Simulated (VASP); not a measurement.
**Ta3As5: single point with PBE**

Ta3As5:

```
Ta As
1.0
     3.39019    0.00000    0.00000
     0.00000    3.39019    0.00000
     0.00000    0.00000   11.74438
Ta As
3 5
Direct
  0.50000 0.50000 0.13897
  0.50000 0.50000 0.86103
  0.00000 0.00000 0.50000
  0.00000 0.00000 0.24492
  0.00000 0.00000 0.75508
  0.00000 0.00000 0.00000
  0.50000 0.50000 0.38205
  0.50000 0.50000 0.61795
```

The cell was built from a structure type or drawn by symmetry, and may not be a known phase.

```json
{
  "Program": "VASP 6.6.1",
  "Task": "single point",
  "Functional": "PBE",
  "Potentials or basis": "VASP PAW PBE potentials, release 64 (Ta_pv, As)",
  "Cutoff": "520 eV",
  "k mesh": "12 × 12 × 4",
  "Occupations": "gaussian, width 0.1 eV",
  "Spin": "no spin polarisation",
  "Dipole correction": "no",
  "Further INCAR settings": "ALGO = Normal; EDIFF = 1e-06; NBANDS = 39"
}
```

```json
{"Pressure": "0.3 GPa", "Largest force": "0.014 eV/Å", "Band gap on the k mesh": "zero (bands 29 and 30 overlap by 1.16 eV)"}
```

Forces in eV/Å, atoms in the order of the input:
```
Ta   0.000  0.000 -0.010
Ta   0.000  0.000  0.010
Ta   0.000  0.000  0.000
As   0.000  0.000  0.008
As   0.000  0.000 -0.008
As   0.000  0.000  0.000
As   0.000  0.000 -0.014
As   0.000  0.000  0.014
```

Stress tensor (GPa, compression positive):
```
0.28 0.00 0.00
0.00 0.28 0.00
0.00 0.00 0.36
```

Levels at points of the mesh, in eV from the Fermi level:
```
           k point  band 26  band 27  band 28  band 29  band 30  band 31  band 32  band 33
(0.00, 0.00, 0.00)    -1.30    -0.85    -0.66    -0.28    -0.28     0.77     0.77     1.01
(0.50, 0.00, 0.00)    -2.17     0.24     0.33     0.52     1.04     1.30     1.40     1.61
(0.50, 0.50, 0.00)    -2.87    -2.87    -0.99    -0.94     1.13     1.13     1.45     1.98
(0.00, 0.00, 0.50)    -1.51    -1.30    -0.72     0.04     0.04     0.55     0.55     1.31
(0.50, 0.00, 0.50)    -1.93    -0.12     0.26     0.76     1.13     1.45     1.55     1.77
(0.50, 0.50, 0.50)    -2.90    -2.50    -2.31    -0.37     1.07     1.13     1.13     2.77
```

Run time: 4.7 min on 1 thread of AMD EPYC 9R45 96-Core Processor (Zen 5), on a shared host, peak memory 0.45 GiB.

Caveat: spin-orbit coupling is left out, which moves the levels of the heavy elements.
